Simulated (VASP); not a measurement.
# Ni (Fd-3m) in VASP: single point with PBE

Aim: the single point of Ni with PBE.

Program: VASP 6.6.1. These are calculated values, not measurements. Logs are shortened: lines on timing, memory, paths and dates and some standing lists are left out, and cuts for length are marked.

### 1 The cell of the first run

The structure is cubic, space group Fd-3m (No. 227). Conventional cell: a = 5.100 Å, b = 5.100 Å, c = 5.100 Å, α = 90.00°, β = 90.00°, γ = 90.00°. Within 2.9 Å of Ni (site symmetry -43m) lie 4 Ni at 2.21 Å.

This isn't the form of Ni at room conditions, which is fcc.

### 2 Single point, PBE, non-collinear spin, typed start, spin-orbit coupling

Input file INCAR:

```
  PREC = Accurate
  ENCUT = 520
  EDIFF = 1E-6
  ISMEAR = -1
  SIGMA = 0.05
  LREAL = F
  LASPH = T
  NELM = 150
  ALGO = Normal
  ISIF = 2
  LWAVE = F
  LCHARG = F
  MAGMOM = 0 0 -0.839 0 0 -0.839
  LORBIT = 11
  LSORBIT = T
  GGA_COMPAT = F
  LORBMOM = T
  LMAXMIX = 4
  GGA = PE
  NBANDS = 32
```

Input file KPOINTS:

```
regular mesh
0
Gamma
  11 11 11
```

Input file POSCAR:

```
Ni
1.0
    0.0000000000      2.5501213059      2.5501213059
    2.5501213059      0.0000000000      2.5501213059
    2.5501213059      2.5501213059      0.0000000000
Ni
2
Direct
    0.1250000000      0.1250000000      0.1250000000
    0.8750000000      0.8750000000      0.8750000000
```

Potentials or basis: VASP PAW PBE potentials, release 64 (Ni).

Started as:

```bash
$ cat potpaw_PBE.64/Ni/POTCAR > POTCAR
$ mpirun -np 1 vasp_ncl > vasp.out
```

OUTCAR:

```text
PREC = Accurate
   ENCUT = 520
   EDIFF = 1E-6
   ISMEAR = -1
   LREAL = F
   LASPH = T
   NELM = 150
   ISIF = 2
   LORBIT = 11
   LSORBIT = T
   GGA = PE

 ion  position               nearest neighbor table
   1  0.125  0.125  0.125-   2 2.21   2 2.21   2 2.21   2 2.21
   2  0.875  0.875  0.875-   1 2.21   1 2.21   1 2.21   1 2.21

  LATTYP: Found a face centered cubic cell.
 ALAT       =     5.1002426118

  Lattice vectors:

 A1 = (   0.0000000000,   2.5501213059,   2.5501213059)
 A2 = (   2.5501213059,   0.0000000000,   2.5501213059)
 A3 = (   2.5501213059,   2.5501213059,   0.0000000000)

Analysis of symmetry for initial positions (statically):
=====================================================================
 Subroutine PRICEL returns:
 Original cell was already a primitive cell.

 Routine SETGRP: Setting up the symmetry group for a
 face centered cubic supercell.

 Subroutine GETGRP returns: Found 48 space group operations
 (whereof 12 operations were pure point group operations)
 out of a pool of 48 trial point group operations.

The static configuration has the point symmetry D_3d.
 The point group associated with its full space group is O_h .

Analysis of symmetry for dynamics (positions and initial velocities):
=====================================================================
 Subroutine PRICEL returns:
 Original cell was already a primitive cell.

 Routine SETGRP: Setting up the symmetry group for a
 face centered cubic supercell.

 Subroutine GETGRP returns: Found 48 space group operations
 (whereof 12 operations were pure point group operations)
 out of a pool of 48 trial point group operations.

The dynamic configuration has the point symmetry D_3d.
 The point group associated with its full space group is O_h .

Analysis of structural, dynamic, and magnetic symmetry:
=====================================================================
 Subroutine PRICEL returns:
 Original cell was already a primitive cell.

 Routine SETGRP: Setting up the symmetry group for a
 face centered cubic supercell.

 Subroutine GETGRP returns: Found  8 space group operations
 (whereof  2 operations were pure point group operations)
 out of a pool of 48 trial point group operations.

The overall configuration has the point symmetry S_2 .
 The point group associated with its full space group is C_4h.

 Subroutine INISYM returns: Found  8 space group operations
 (whereof  2 operations are pure point group operations),
 and found     1 'primitive' translations

----------------------------------------------------------------------------------------

                                     Primitive cell

  volume of cell :      33.1675

  direct lattice vectors                    reciprocal lattice vectors
     0.000000000  2.550121306  2.550121306    -0.196069104  0.196069104  0.196069104
     2.550121306  0.000000000  2.550121306     0.196069104 -0.196069104  0.196069104
     2.550121306  2.550121306  0.000000000     0.196069104  0.196069104 -0.196069104

  length of vectors
     3.606416137  3.606416137  3.606416137     0.339601650  0.339601650  0.339601650

  position of ions in fractional coordinates (direct lattice)
     0.125000000  0.125000000  0.125000000
     0.875000000  0.875000000  0.875000000

  ion indices of the primitive-cell ions
   primitive index   ion index
                 1           1
                 2           2

----------------------------------------------------------------------------------------

 KPOINTS: regular mesh

Automatic generation of k-mesh.
 Grid dimensions read from file:
 generate k-points for:   11   11   11

 Generating k-lattice:

  Cartesian coordinates                     Fractional coordinates (reciprocal lattice)
[... 97 lines left out ...]

 number of electron      19.9999988 magnetization      -0.0000000     -0.0000000     -1.5964395

 number of electron      19.9999988 magnetization       0.0000000     -0.0000000     -1.5964395

 Free energy of the ion-electron system (eV)
  ---------------------------------------------------
  ext. energy  EPLUGINS =         0.00000000
  ---------------------------------------------------
  free energy    TOTEN  =        -8.58222806 eV

  energy without entropy =       -8.55193918  energy(sigma->0) =       -8.56708362

 E-fermi :   4.6796     XC(G=0): -10.6572

 val. band max:        4.6780503892   @ k =  -0.4545   0.2727   0.0000
 cond. band min:       4.6801322589   @ k =   0.0000   0.4545   0.3636
 fundamental gap:      0.0020818696
 Fermi energy:         4.6795998312

 k-point     1 :       0.0000    0.0000    0.0000
  band No.  band energies     occupation
      1      -1.8668      1.00000
      2      -1.8580      1.00000
      3       1.5050      1.00000
      4       1.5108      1.00000
      5       1.5132      1.00000
      6       1.5374      1.00000
[... 829 lines left out ...]
     31      17.6118      0.00000
     32      17.7547      0.00000

 [... further k-points ...]

------------------------ aborting loop because EDIFF is reached ----------------------------------------

  FORCE on cell =-STRESS in cart. coord.  units (eV):
  Direction    XX          YY          ZZ          XY          YZ          ZX
  --------------------------------------------------------------------------------------
  -------------------------------------------------------------------------------------
  Total        0.0058135      0.0058135      0.0054329      0.0000001     -0.0000000      0.0000000
  in kB        0.2808236      0.2808236      0.2624387      0.0000040     -0.0000000      0.0000000
  external PRESSURE =       0.2746953 kB  Pullay stress =       0.0000000 kB

 VOLUME and BASIS-vectors are now :
 -----------------------------------------------------------------------------
  energy-cutoff  :      520.00
  volume of cell :       33.17
      direct lattice vectors                 reciprocal lattice vectors
     0.000000000  2.550121306  2.550121306    -0.196069104  0.196069104  0.196069104
     2.550121306  0.000000000  2.550121306     0.196069104 -0.196069104  0.196069104
     2.550121306  2.550121306  0.000000000     0.196069104  0.196069104 -0.196069104

 POSITION                                       TOTAL-FORCE (eV/Angst)
 -----------------------------------------------------------------------------------
      0.63753      0.63753      0.63753        -0.000000     -0.000000     -0.000000
      4.46271      4.46271      4.46271         0.000000      0.000000      0.000000
 -----------------------------------------------------------------------------------
    total drift:                                0.000000     -0.000000      0.000000

  FREE ENERGIE OF THE ION-ELECTRON SYSTEM (eV)
  ---------------------------------------------------
  free  energy   TOTEN  =        -8.5822280565 eV

  energy  without entropy=       -8.5519391794  energy(sigma->0) =       -8.56708362

 orbital moment (x)

 # of ion     p       d       tot
 ----------------------------------------
  1         0.000  -0.000  -0.000
  2        -0.000  -0.000  -0.000
 ----------------------------------------
            0.000  -0.000  -0.000

 orbital moment (y)

 # of ion     p       d       tot
 ----------------------------------------
  1        -0.000  -0.000  -0.000
  2         0.000   0.000   0.000
 ----------------------------------------
            0.000   0.000   0.000

 orbital moment (z)

 # of ion     p       d       tot
 ----------------------------------------
  1        -0.001  -0.055  -0.056
  2        -0.001  -0.055  -0.056
 ----------------------------------------
           -0.001  -0.110  -0.111

 Spin-Orbit-Coupling matrix elements

 Ion:    1  E_soc:     -0.0170076
 l=   1
     0.0000000    -0.0003259    -0.0003195
    -0.0003259     0.0000000    -0.0003259
    -0.0003195    -0.0003259     0.0000000
 l=   2
     0.0000000    -0.0003368     0.0000000    -0.0003368    -0.0022190
    -0.0003368     0.0000000    -0.0015805    -0.0004215    -0.0005287
     0.0000000    -0.0015805     0.0000000    -0.0015805     0.0000000
    -0.0003368    -0.0004215    -0.0015805     0.0000000    -0.0005287
    -0.0022190    -0.0005287     0.0000000    -0.0005287     0.0000000
 l=   3
     0.0000000     0.0000000     0.0000000     0.0000000     0.0000000     0.0000000     0.0000000
     0.0000000     0.0000000     0.0000000     0.0000000     0.0000000     0.0000000     0.0000000
     0.0000000     0.0000000     0.0000000     0.0000000     0.0000000     0.0000000     0.0000000
     0.0000000     0.0000000     0.0000000     0.0000000     0.0000000     0.0000000     0.0000000
     0.0000000     0.0000000     0.0000000     0.0000000     0.0000000     0.0000000     0.0000000
     0.0000000     0.0000000     0.0000000     0.0000000     0.0000000     0.0000000     0.0000000
     0.0000000     0.0000000     0.0000000     0.0000000     0.0000000     0.0000000     0.0000000

 Ion:    2  E_soc:     -0.0170076
 l=   1
     0.0000000    -0.0003259    -0.0003195
    -0.0003259     0.0000000    -0.0003259
    -0.0003195    -0.0003259     0.0000000
 l=   2
     0.0000000    -0.0003368     0.0000000    -0.0003368    -0.0022190
    -0.0003368     0.0000000    -0.0015805    -0.0004215    -0.0005287
     0.0000000    -0.0015805     0.0000000    -0.0015805     0.0000000
    -0.0003368    -0.0004215    -0.0015805     0.0000000    -0.0005287
    -0.0022190    -0.0005287     0.0000000    -0.0005287     0.0000000
 l=   3
     0.0000000     0.0000000     0.0000000     0.0000000     0.0000000     0.0000000     0.0000000
     0.0000000     0.0000000     0.0000000     0.0000000     0.0000000     0.0000000     0.0000000
     0.0000000     0.0000000     0.0000000     0.0000000     0.0000000     0.0000000     0.0000000
     0.0000000     0.0000000     0.0000000     0.0000000     0.0000000     0.0000000     0.0000000
     0.0000000     0.0000000     0.0000000     0.0000000     0.0000000     0.0000000     0.0000000
     0.0000000     0.0000000     0.0000000     0.0000000     0.0000000     0.0000000     0.0000000
     0.0000000     0.0000000     0.0000000     0.0000000     0.0000000     0.0000000     0.0000000

 total charge

# of ion       s       p       d       tot
------------------------------------------
    1        0.541   0.342   8.330   9.213
    2        0.541   0.342   8.330   9.213
--------------------------------------------------
tot          1.081   0.685  16.661  18.427

 magnetization (x)

# of ion       s       p       d       tot
------------------------------------------
    1        0.000   0.000   0.000   0.000
    2        0.000   0.000   0.000   0.000
--------------------------------------------------
tot          0.000   0.000   0.000   0.000

 magnetization (y)

# of ion       s       p       d       tot
------------------------------------------
    1        0.000   0.000   0.000   0.000
    2        0.000   0.000   0.000   0.000
--------------------------------------------------
tot          0.000   0.000   0.000   0.000

 magnetization (z)

# of ion       s       p       d       tot
------------------------------------------
    1        0.013   0.015  -0.829  -0.801
    2        0.013   0.015  -0.829  -0.801
--------------------------------------------------
tot          0.025   0.030  -1.658  -1.603
```

Run time: 13 min. Hardware: 1 thread of Oxide Virtual Turin-like, shared host; peak memory 0.4 GiB.

Results:

* Free energy: -8.5822 eV
* Pressure: 0.0 GPa
* Net moment: 1.60 μB per cell
* Valence electrons inside the program's atomic spheres: Ni 9.21

Moments on the atoms (μB; x, y, z):
```
Ni   0.00  0.00 -0.80
Ni   0.00  0.00 -0.80
```
